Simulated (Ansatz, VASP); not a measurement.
One calculation of Cu, two programs

```
Cu
1.0
     0.00000    1.78169    1.78169
     1.78169    0.00000    1.78169
     1.78169    1.78169    0.00000
Cu
1
Direct
  0.00000 0.00000 0.00000
```

Alike in both runs: functional PBEsol; k mesh 20 × 20 × 20; occupations gaussian, width 0.1 eV; no spin polarisation.

Ansatz relaxed the structure, and its values are those at the end. VASP's run is a single point on that final structure, the one shown.

```csv
,VASP,Ansatz
version,VASP 6.6.1,Ansatz 0.2.0
potentials or method,"VASP PAW PBE potentials, release 64 (Cu), cutoff 600 eV","scalar-relativistic, plane waves, PAW"
valence electrons in the cell,11,19
```

```csv
,VASP,Ansatz,Ansatz less VASP
gap on the k mesh at the Fermi level (eV),none,none,-
pressure (GPa),0.8,0.0,-0.79
```

VASP's potentials were made for PBE, not for PBEsol. A gap of «none» marks a metal or a gap that the smearing closes. VASP's potentials hold 11 valence electrons a cell and Ansatz's 19, so a difference there can come from the potentials and not from the codes.
